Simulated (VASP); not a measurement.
Wanted: the native input for a VASP 6.6.1 run.

| Quantity | Value |
| --- | --- |
| Task | single point |
| Functional | PBE |
| Potentials or basis | VASP PAW PBE potentials, release 64 (Te, Mo_sv) |
| Cutoff | 520 eV |
| k mesh | 3 × 3 × 3 |
| Occupations | gaussian, width 0.1 eV |
| Spin | no spin polarisation |
| Dipole correction | no |
| Further INCAR settings | ALGO = Normal; EDIFF = 1e-06; NBANDS = 35 |

The structure of Te2Mo lies in POSCAR:

```
Te2Mo
1.0
    4.5390412533      2.6206166894      2.6620350340
   -4.5390412533      2.6206166894      2.6620350340
    0.0000000000     -5.2412333789      2.6620350340
Te Mo
4 2
Direct
    0.0000000000      0.0000000000      0.5000000000
    0.5000000000      0.0000000000      0.0000000000
    0.0000000000      0.5000000000      0.0000000000
    0.5000000000      0.5000000000      0.5000000000
    0.8571058762      0.8571058762      0.8571058762
    0.1428941238      0.1428941238      0.1428941238
```

The input as run:

INCAR

```
SYSTEM = Te2Mo
PREC = Accurate
ENCUT = 520
EDIFF = 1E-6
ISMEAR = 0
SIGMA = 0.1
LREAL = .False.
LASPH = .True.
NELM = 80
ALGO = Normal
ISIF = 2
LWAVE = .False.
LCHARG = .False.
GGA = PE
NBANDS = 35
```

KPOINTS

```
Automatic mesh
0
Gamma
  3 3 3
  0 0 0
```

Potentials or basis: VASP PAW PBE potentials, release 64 (Te, Mo_sv).

The run is started by

```bash
$ cat potpaw_PBE.64/Te/POTCAR potpaw_PBE.64/Mo_sv/POTCAR > POTCAR
$ mpirun -np 1 vasp_std > vasp.out
```

Results of the run:

```
Pressure               : 0.1 GPa
Largest force          : 0.125 eV/Å
Band gap on the k mesh : zero (band 26 reaches 5.87 eV, above the bottom of band 27 at 5.44 eV)
```

Caveat: the k points lie up to 0.37 Å⁻¹ apart; spin-orbit coupling is left out, which moves the levels of the heavy elements.

Run time: 47 s on 1 thread of Intel(R) Xeon(R) Platinum 8259CL CPU @ 2.50GHz (Skylake/Cascade Lake) (shared host), peak memory 0.31 GiB.
